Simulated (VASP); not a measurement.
# Fe5Co: single point with PBE

System: Fe5Co.

```
Fe Co
1.0
     6.58505   -0.20813    0.11485
    -0.20813    6.46340   -0.07805
     0.11485   -0.07805    6.51842
Fe Co
20 4
Direct
  0.00713 0.19308 0.35366
  0.88172 0.85644 0.16146
  0.52607 0.29758 0.47163
  0.70840 0.98676 0.47582
  0.33314 0.48585 0.82735
  0.56073 0.76517 0.01587
  0.28077 0.02943 0.03343
  0.34181 0.34170 0.16195
  0.67597 0.14137 0.17177
  0.87453 0.98762 0.80410
  0.49336 0.61255 0.32940
  0.35875 0.96106 0.33690
  0.17689 0.65340 0.14392
  0.19281 0.48044 0.46585
  0.53046 0.14870 0.80982
  0.04166 0.64600 0.79211
  0.19290 0.15933 0.68682
  0.66567 0.66517 0.68200
  0.86591 0.49701 0.31086
  0.04427 0.30199 0.97468
  0.34571 0.79908 0.70836
  0.83685 0.31926 0.65698
  0.01631 0.83789 0.49858
  0.71663 0.46285 0.95065
```

* Program: VASP 6.6.1
* Task: single point
* Functional: PBE
* Potentials or basis: VASP PAW PBE potentials, release 64 (Fe, Co)
* Cutoff: 400 eV
* k mesh: 1 × 1 × 1, shifted
* Occupations: fermi-dirac, width 0.0905 eV
* Spin: no spin polarisation

```yaml
Pressure: -15.7 GPa
Largest_force: 2.831 eV/Å
```

Forces on the atoms (eV/Å):
```
Fe   0.883 -1.715 -1.422
Fe   0.371 -0.734 -0.476
Fe  -0.497 -0.089  0.912
Fe  -0.890 -0.101  0.959
Fe   1.265 -1.100  0.094
Fe  -0.906  1.730 -0.326
Fe  -1.338 -1.764 -1.325
Fe   0.284 -0.567  0.120
Fe  -0.093  0.573 -0.983
Fe  -0.172 -0.390  1.006
Fe   1.722  2.083  0.206
Fe   0.347  0.359  1.335
Fe   0.371  0.351 -0.135
Fe  -0.280  0.695  1.374
Fe   0.334 -0.270 -0.013
Fe  -2.142 -0.738  0.921
Fe   0.128 -0.528 -1.204
Fe   0.917 -0.464 -1.507
Fe  -1.140  0.400  0.076
Fe  -1.377  0.469  0.816
Co   0.634  2.347 -1.451
Co   0.945  0.457 -1.166
Co   0.912 -0.685 -0.090
Co  -0.279 -0.319  2.279
```

Stress tensor (GPa, compression positive):
```
-17.90  -2.55   2.33
 -2.55 -13.81  -3.37
  2.33  -3.37 -15.47
```

Levels at points of the mesh, in eV from the Fermi level:
```
           k point  band 94  band 95  band 96  band 97  band 98  band 99  band 100  band 101  band 102  band 103
(0.25, 0.25, 0.25)    -0.16    -0.14    -0.08    -0.06    -0.03     0.01      0.06      0.11      0.14      0.18
```

It took 3.2 min on 1 thread of Intel(R) Xeon(R) 6975P-C (Granite Rapids), with other jobs on the host, peak memory 0.29 GiB.

Caveat: the atoms stand as in a frame of molecular dynamics; the run has no spin polarisation, though such a crystal can be magnetic. Spin polarisation is off, so any magnetic state and its effect on volume and gap are missing.
